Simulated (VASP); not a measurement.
# Ir (I4/mmm) in VASP: further runs, part 2 of 2

VASP 6.6.1. Earlier steps stand in the parts before.

**5. Single point, PBE (15.42 Å³/atom)**

This run uses another cell than the first one, of 15.42 Å³/atom.

The input, INCAR:

```
SYSTEM = Ir
PREC = Accurate ; ENCUT = 520
EDIFF = 1E-6 ; ISMEAR = 0
SIGMA = 0.15 ; LREAL = .False.
LASPH = .True. ; NELM = 60
ALGO = Normal ; ISIF = 2
LWAVE = .False. ; LCHARG = .True.
GGA = PE ; LELF = .True.
LVHAR = .True. ; NBANDS = 10
```

The input, KPOINTS:

```
regular mesh
0
Gamma
  22 22 22
  0 0 0
```

The input, POSCAR:

```
Ir
1.0
    0.0000000000      2.2663664184      1.5012411155
    2.2663664184      0.0000000000      1.5012411155
    2.2663664184      2.2663664184      0.0000000000
Ir
1
Direct
    0.0000000000      0.0000000000      0.0000000000
```

Potentials or basis: VASP PAW PBE potentials, release 64 (Ir).

On the command line:

```sh
$ cat potpaw_PBE.64/Ir/POTCAR > POTCAR
$ mpirun -np 1 vasp_std > vasp.out
```

OUTCAR:

```text
SYSTEM = Ir
   PREC = Accurate
   ENCUT = 520
   EDIFF = 1E-6
   ISMEAR = 0
   LREAL = .False.
   LASPH = .True.
   NELM = 60
   ISIF = 2
   GGA = PE

 ion  position               nearest neighbor table
   1  0.000  0.000  0.000-

  LATTYP: Found a body centered tetragonal cell.
 ALAT       =     3.2051261262
 C/A-ratio  =     0.9367750637

  Lattice vectors:

 A1 = (   0.0000000000,  -2.2663664184,  -1.5012411155)
 A2 = (   0.0000000000,   2.2663664184,  -1.5012411155)
 A3 = (   2.2663664184,   0.0000000000,   1.5012411155)

Analysis of symmetry for initial positions (statically):
=====================================================================
 Subroutine PRICEL returns:
 Original cell was already a primitive cell.

 Routine SETGRP: Setting up the symmetry group for a
 body centered tetragonal supercell.

 Subroutine GETGRP returns: Found 16 space group operations
 (whereof 16 operations were pure point group operations)
 out of a pool of 16 trial point group operations.

The static configuration has the point symmetry D_4h.

Analysis of symmetry for dynamics (positions and initial velocities):
=====================================================================
 Subroutine PRICEL returns:
 Original cell was already a primitive cell.

 Routine SETGRP: Setting up the symmetry group for a
 body centered tetragonal supercell.

 Subroutine GETGRP returns: Found 16 space group operations
 (whereof 16 operations were pure point group operations)
 out of a pool of 16 trial point group operations.

The dynamic configuration has the point symmetry D_4h.

 Subroutine INISYM returns: Found 16 space group operations
 (whereof 16 operations are pure point group operations),
 and found     1 'primitive' translations

----------------------------------------------------------------------------------------

                                     Primitive cell

  volume of cell :      15.4220

  direct lattice vectors                    reciprocal lattice vectors
     0.000000000  2.266366418  1.501241116    -0.220617459  0.220617459  0.333057758
     2.266366418  0.000000000  1.501241116     0.220617459 -0.220617459  0.333057758
     2.266366418  2.266366418  0.000000000     0.220617459  0.220617459 -0.333057758

  length of vectors
     2.718481493  2.718481493  3.205126126     0.456367830  0.456367830  0.456367830

  position of ions in fractional coordinates (direct lattice)
     0.000000000  0.000000000  0.000000000

  ion indices of the primitive-cell ions
   primitive index   ion index
                 1           1

----------------------------------------------------------------------------------------

 KPOINTS: regular mesh

Automatic generation of k-mesh.
 Grid dimensions read from file:
 generate k-points for:   22   22   22

 Generating k-lattice:

  Cartesian coordinates                     Fractional coordinates (reciprocal lattice)
    -0.010028066  0.010028066  0.015138989     0.045454545 -0.000000000  0.000000000
     0.010028066 -0.010028066  0.015138989    -0.000000000  0.045454545  0.000000000
     0.010028066  0.010028066 -0.015138989     0.000000000  0.000000000  0.045454545

  Length of vectors
     0.020743992  0.020743992  0.020743992

  Shift w.r.t. Gamma in fractional coordinates (k-lattice)
     0.000000000  0.000000000  0.000000000

 Subroutine IBZKPT returns following result:
 ===========================================

 Found    834 irreducible k-points:

 Following reciprocal coordinates:
            Coordinates               Weight
  0.000000  0.000000  0.000000      1.000000
  0.045455  0.000000  0.000000      8.000000
  0.090909  0.000000  0.000000      8.000000
  0.136364  0.000000  0.000000      8.000000
  0.181818  0.000000  0.000000      8.000000
  0.227273 -0.000000  0.000000      8.000000
[... 16 lines left out ...]
  0.500000  0.045455  0.000000      8.000000
 -0.454545  0.045455  0.000000      8.000000
 [... further k-points ...]
   k-points           NKPTS =    834   k-points in BZ     NKDIM =    834   number of bands    NBANDS=     10
   number of dos      NEDOS =    301   number of ions     NIONS =      1
   total plane-waves  NPLWV =   9600
   dimension x,y,z NGX =    20 NGY =   20 NGZ =   24
   dimension x,y,z NGXF=    40 NGYF=   40 NGZF=   48
   ions per type =               1
   NGX,Y,Z   is equivalent  to a cutoff of  12.23, 12.23, 12.45 a.u.
   NGXF,Y,Z  is equivalent  to a cutoff of  24.46, 24.46, 24.90 a.u.
 SYSTEM =  Ir
   PREC   = accura    normal or accurate (medium, high low for compatibility)
   ISTART =      0    job   : 0-new  1-cont  2-samecut
   ICHARG =      2    charge: 1-file 2-atom 10-const
   ISPIN  =      1    spin polarized calculation?
   LNONCOLLINEAR =      F non collinear calculations
   LSORBIT =      F    spin-orbit coupling
   LASPH  =      T    aspherical Exc in radial PAW
   ENCUT  =  520.0 eV  38.22 Ry    6.18 a.u.   5.05  5.05  5.96*2*pi/ulx,y,z
   NELM   =     60;   NELMIN=  2; NELMDL= -5     # of ELM steps
   EDIFF  = 0.1E-05   stopping-criterion for ELM
   LREAL  =      F    real-space projection
   EDIFFG = 0.1E-04   stopping-criterion for IOM
   NSW    =      0    number of steps for IOM
   IBRION =     -1    ionic relax: 0-MD 1-quasi-New 2-CG
   NFREE  =      0    steps in history (QN), initial steepest desc. (CG)
   ISIF   =      2    stress and relaxation
   ISYM   =      2    0-nonsym 1-usesym 2-fastsym
   POTIM  = 0.5000    time-step for ionic-motion
   TEBEG  =    0.0;   TEEND  =   0.0 temperature during run
   PSTRESS=    0.0 pullay stress
   NELECT =       9.0000    total number of electrons
   NUPDOWN=      -1.0000    fix difference up-down
   EMIN   =  10.00;   EMAX   =-10.00  energy-range for DOS
   EFERMI =   0.00;   METHOD = LEGACY
   ISMEAR =     0;   SIGMA  =   0.15  broadening in eV -4-tet -1-fermi 0-gaus
   EFERMI_NEDOS =   21; number of points for ismear=-14 and -15
   IALGO  =     38    algorithm
   IMIX   =      4    mixing-type and parameters
     AMIX     =   0.40;   BMIX     =  1.00
     AMIX_MAG =   1.60;   BMIX_MAG =  1.00
  volume/ion in A,a.u.               =      15.42       104.07
  Fermi-wavevector in a.u.,A,eV,Ry     =   1.368071  2.585280 25.464928  1.871619
  Thomas-Fermi vector in A             =   2.494068
   LORBIT       =      0    0 simple, 1 ext, 2 COOP (PROOUT), +10 PAW based schemes
   GGA     = PE    functional components
   LHFCALC =     F    Hartree Fock is set to
   AEXX    =    0.0000 exact exchange contribution
   IVDW    =     0    specifies the selected vdW correction
   LEPSILON=     F    determine dielectric tensor
   LRPA    =     F    only Hartree local field effects (RPA)
 non-spin polarized calculation
 Gauss-broadening in eV      SIGMA  =   0.15
  energy-cutoff  :      520.00
  volume of cell :       15.42
 maximum number of plane-waves:       428
   NGX = 11   NGY = 11   NGZ = 11

 number of electron       9.0000001 magnetization

 Free energy of the ion-electron system (eV)
  ---------------------------------------------------
  ext. energy  EPLUGINS =         0.00000000
  ---------------------------------------------------
  free energy    TOTEN  =        -8.28720040 eV

  energy without entropy =       -8.26210072  energy(sigma->0) =       -8.27465056

 E-fermi :   8.7242     XC(G=0): -13.4611

 val. band max:        8.7201798762   @ k =  -0.3182   0.0000   0.0455
 cond. band min:       8.7242129196   @ k =  -0.2273   0.0909   0.0000
 fundamental gap:      0.0040330434
 Fermi energy:         8.7242058191

 k-point     1 :       0.0000    0.0000    0.0000
  band No.  band energies     occupation
      1      -1.2327      2.00000
      2       5.1105      2.00000
      3       5.7047      2.00000
      4       5.7047      2.00000
      5       7.6994      2.00000
      6       8.7355      0.91535
      7      25.2354      0.00000
      8      25.2354      0.00000
      9      26.6732      0.00000
     10      35.5262      0.00000

 k-point     2 :       0.0455    0.0000    0.0000
  band No.  band energies     occupation
      1      -1.1409      2.00000
      2       5.1290      2.00000
      3       5.6969      2.00000
      4       5.7195      2.00000
      5       7.7013      2.00000
      6       8.6883      1.26493
      7      25.3407      0.00000
      8      25.3791      0.00000
      9      26.7058      0.00000
     10      34.4480      0.00000
[... 274 lines left out ...]
 k-point    24 :      -0.4545    0.0455    0.0000
  band No.  band energies     occupation
      1       1.9833      2.00000
      2       3.7232      2.00000
      3       7.6651      2.00000
      4       8.1496      2.00000
      5       9.7388      0.00000
      6      10.6238      0.00000
      7      16.8566      0.00000
      8      21.9228      0.00000
      9      24.6411      0.00000
     10      33.1659      0.00000

 [... further k-points ...]
[... 5 lines left out ...]
  --------------------------------------------------------------------------------------
  -------------------------------------------------------------------------------------
  Total        0.0911387      0.0911387     -2.4622309      0.0000000      0.0000000      0.0000000
  in kB        9.4683145      9.4683145   -255.7988943      0.0000000      0.0000000      0.0000000
  external PRESSURE =     -78.9540884 kB  Pullay stress =       0.0000000 kB

 VOLUME and BASIS-vectors are now :
 -----------------------------------------------------------------------------
  energy-cutoff  :      520.00
  volume of cell :       15.42
      direct lattice vectors                 reciprocal lattice vectors
     0.000000000  2.266366418  1.501241116    -0.220617459  0.220617459  0.333057758
     2.266366418  0.000000000  1.501241116     0.220617459 -0.220617459  0.333057758
     2.266366418  2.266366418  0.000000000     0.220617459  0.220617459 -0.333057758

 POSITION                                       TOTAL-FORCE (eV/Angst)
 -----------------------------------------------------------------------------------
      0.00000      0.00000      0.00000        -0.000000      0.000000      0.000000
 -----------------------------------------------------------------------------------
    total drift:                                0.000000     -0.000000     -0.000000

  FREE ENERGIE OF THE ION-ELECTRON SYSTEM (eV)
  ---------------------------------------------------
  free  energy   TOTEN  =        -8.2872004040 eV

  energy  without entropy=       -8.2621007248  energy(sigma->0) =       -8.27465056
```

stdout:

```text
POSCAR found type information on POSCAR Ir
 POSCAR found :  1 types and       1 ions
 scaLAPACK will be used
 LDA part: xc-table for (Slater+PW92), standard interpolation
 POSCAR, INCAR and KPOINTS ok, starting setup
 FFT: planning ... GRIDC
 FFT: planning ... GRID_SOFT
 FFT: planning ... GRID
 WAVECAR not read
 entering main loop
```

Wall time 36 s (1 thread of Intel Xeon 6975P-C (Granite Rapids), shared host); peak memory 0.24 GiB.

Results:

```
Free energy            : -8.2872 eV
Pressure               : -7.9 GPa
Band gap on the k mesh : zero (an odd number of electrons rules out a gap without spin polarisation)
```

Stress tensor (GPa, compression positive):
```
  0.95   0.00   0.00
  0.00   0.95   0.00
  0.00   0.00 -25.58
```

Levels at points of the mesh, in eV from the Fermi level:
```
           k point  band 2  band 3  band 4  band 5  band 6  band 7
(0.00, 0.00, 0.00)   -3.61   -3.02   -3.02   -1.02    0.01   16.51
(0.50, 0.00, 0.00)   -5.12   -0.52    0.24    0.27    2.07    7.57
(0.50, 0.50, 0.00)   -6.34    1.32    1.32    1.63    7.10    7.10
(0.50, 0.00, 0.50)   -4.44   -1.25   -0.19   -0.17    1.92    7.03
```

Caveat: the cell stands under tension; spin-orbit coupling is left out, which moves the levels of the heavy elements.

**6. The runs side by side**

```tsv
cell	gap on the mesh (eV)	pressure (GPa)
a = 2.646, b = 2.646, c = 3.070 Å, angles 54.6, 54.6, 70.9°, 1 atom	none	19.5
a = 2.647, b = 2.647, c = 3.017 Å, angles 55.3, 55.3, 69.5°, 1 atom	none	18.9
a = 2.649, b = 2.649, c = 3.123 Å, angles 53.9, 53.9, 72.2°, 1 atom	none	18.2
a = 2.718, b = 2.718, c = 3.205 Å, angles 53.9, 53.9, 72.2°, 1 atom	none	-7.9
```

Alike in all rows: task single point; level PBE; potentials or basis VASP PAW PBE potentials, release 64 (Ir); no spin polarisation; k mesh 22 × 22 × 22; cutoff (eV) 520; smearing gaussian 0.15 eV.

Caveats: spin-orbit coupling is left out, which moves the levels of the heavy elements; the cell stands under pressure (at least some runs); the cell stands under tension (at least some runs).

Total energies depend on the potentials used, so only differences within one code and one set of settings carry meaning.
